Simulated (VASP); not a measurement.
Crystal: CsPbCl3.

```
Cs Pb Cl
1.0
     5.67984    0.00000    0.00000
     0.00000    5.67984    0.00000
     0.00000    0.00000    5.67984
Cs Pb Cl
1 1 3
Direct
  0.00000 0.00000 0.00000
  0.50000 0.50000 0.50000
  0.00000 0.50000 0.50000
  0.50000 0.00000 0.50000
  0.50000 0.50000 0.00000
```

```yaml
Program: VASP 6.6.1
Task: relaxation of cell and atoms
Functional: PBE
Potentials_or_basis: VASP PAW PBE potentials, release 64 (Cs_sv, Pb_d, Cl)
Cutoff: 600 eV
k_mesh: 6 × 6 × 6
Occupations: gaussian, width 0.02 eV
Spin: no spin polarisation
```

At the start: pressure 0.7 GPa; volume 36.65 Å³/atom.

Where does the relaxation end?

Over 3 steps the energy falls by 2.2 meV/atom and the volume is 37.72 Å³/atom (+2.9 %); space group Pm-3m (No. 221, to 0.05 Å).

The path:
```tsv
step	energy change (eV)	largest force (eV/Å)	pressure (GPa)	volume (Å³)
1	0.0000	0.0000	0.68	183.24
2	-0.0105	0.0000	0.14	187.38
3	-0.0110	0.0000	0.00	188.60
```

Final structure:
```
Cs Pb Cl
1.0
     5.73471    0.00000    0.00000
     0.00000    5.73471    0.00000
     0.00000    0.00000    5.73471
Cs Pb Cl
1 1 3
Direct
  0.00000 0.00000 0.00000
  0.50000 0.50000 0.50000
  0.00000 0.50000 0.50000
  0.50000 0.00000 0.50000
  0.50000 0.50000 0.00000
```
